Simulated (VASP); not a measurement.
A run of VASP 6.6.1:

The input INCAR:

```
SYSTEM = C
ALGO = Normal ; EDIFF = 1E-6
ENCUT = 520 ; GGA = PE
ISIF = 2 ; ISMEAR = 0
LASPH = .TRUE. ; LCHARG = .TRUE.
LELF = .TRUE. ; LREAL = .FALSE.
LVHAR = .TRUE. ; LWAVE = .FALSE.
NBANDS = 36 ; NELM = 100
PREC = Accurate ; SIGMA = 0.05
```

KPOINTS

```
k-points
0
G
  12 12 2
  0 0 0
```

POSCAR

```
C
1.0
    2.3441000000      0.0000000000      0.0000000000
   -1.1720500000      2.0300501490      0.0000000000
    0.0000000000      0.0000000000     12.1184000000
C
12
Direct
    0.0000000000      0.0000000000      0.1868593266
    0.0000000000      0.0000000000      0.6868593266
    0.0000000000      0.0000000000      0.3131406734
    0.0000000000      0.0000000000      0.8131406734
    0.3333333333      0.6666666667      0.5207665411
    0.6666666667      0.3333333333      0.0207665411
    0.3333333333      0.6666666667      0.9792334589
    0.6666666667      0.3333333333      0.4792334589
    0.3333333333      0.6666666667      0.6450950823
    0.6666666667      0.3333333333      0.1450950823
    0.3333333333      0.6666666667      0.8549049177
    0.6666666667      0.3333333333      0.3549049177
```

Potentials or basis: VASP PAW PBE potentials, release 64 (C).

Launch:

```sh
$ cat potpaw_PBE.64/C/POTCAR > POTCAR
$ mpirun -np 1 vasp_std > vasp.out
```

Hardware: 1 thread of AMD EPYC 9R45 96-Core Processor (Zen 5) (shared host).

Question: Estimate the wall time of this run.

Answer: Run time: 46 s on 1 thread of AMD EPYC 9R45 96-Core Processor (Zen 5), with other jobs on the host, peak memory 0.16 GiB. Counts: scf iterations 13, k points 38.
